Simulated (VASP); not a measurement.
Set up this calculation in VASP 6.6.1, as the native input.

```yaml
Task: single point
Functional: r2SCAN
Potentials_or_basis: VASP PAW PBE potentials, release 64 (Zn)
Cutoff: 520 eV
k_mesh: 18 × 18 × 18
Occupations: gaussian, width 0.05 eV
Spin: no spin polarisation
Dipole_correction: no
Further_INCAR_settings: ALGO = Normal; EDIFF = 1e-06; NBANDS = 12
```

The system is Zn.

```xyz
1
Lattice="0.0000 1.9250 1.9250 1.9250 0.0000 1.9250 1.9250 1.9250 0.0000" Properties=species:S:1:pos:R:3 pbc="T T T"
Zn    0.0000    0.0000    0.0000
```

These files were run (other wordings do the same):

POSCAR

```
Zn
1.0
    0.0000000000      1.9250479402      1.9250479402
    1.9250479402      0.0000000000      1.9250479402
    1.9250479402      1.9250479402      0.0000000000
Zn
1
Direct
    0.0000000000      0.0000000000      0.0000000000
```

INCAR.step1

```
SYSTEM = Zn
PREC     = Accurate       ! precision mode
ENCUT    = 520            ! plane-wave cutoff, eV
ISMEAR   = 0              ! smearing method
SIGMA    = 0.05           ! smearing width, eV
LREAL    = .FALSE.        ! projectors in reciprocal space
LASPH    = .TRUE.         ! aspherical terms in the spheres
NELM     = 60             ! most SCF steps
NBANDS   = 12             ! bands
GGA      = PE             ! functional
ALGO     = Normal         ! electronic algorithm
EDIFF    = 1E-4           ! SCF threshold, eV
LWAVE    = .TRUE.         ! write WAVECAR
LCHARG   = .FALSE.        ! write CHGCAR
```

INCAR.step2

```
SYSTEM = Zn
PREC     = Accurate       ! precision mode
ENCUT    = 520            ! plane-wave cutoff, eV
EDIFF    = 1E-6           ! SCF threshold, eV
ISMEAR   = 0              ! smearing method
SIGMA    = 0.05           ! smearing width, eV
LREAL    = .FALSE.        ! projectors in reciprocal space
LASPH    = .TRUE.         ! aspherical terms in the spheres
NELM     = 60             ! most SCF steps
ALGO     = Normal         ! electronic algorithm
ISIF     = 2              ! what is computed and relaxed
LWAVE    = .FALSE.        ! write WAVECAR
LCHARG   = .FALSE.        ! write CHGCAR
METAGGA  = R2SCAN         ! meta-GGA
LMIXTAU  = .TRUE.       
NBANDS   = 12             ! bands
ISTART   = 1
```

KPOINTS

```
regular mesh
0
G
  18 18 18
  0 0 0
```

Potentials or basis: VASP PAW PBE potentials, release 64 (Zn).

Run with:

```sh
$ cat potpaw_PBE.64/Zn/POTCAR > POTCAR
$ cp INCAR.step1 INCAR
$ mpirun -np 1 vasp_std > vasp.out
$ cp INCAR.step2 INCAR
$ mpirun -np 1 vasp_std > vasp.out
```

Results of the run:

```yaml
Pressure: 0.5 GPa
Band_gap_on_the_k_mesh: zero (band 6 reaches 5.18 eV, above the bottom of band 7 at 2.15 eV)
```

Caveat: the PAW data sets were made with another functional, which shifts forces and pressure a little.

Wall time 68 s on 1 thread of Intel Xeon 6975P-C, with other jobs on the host, peak memory 0.15 GiB.
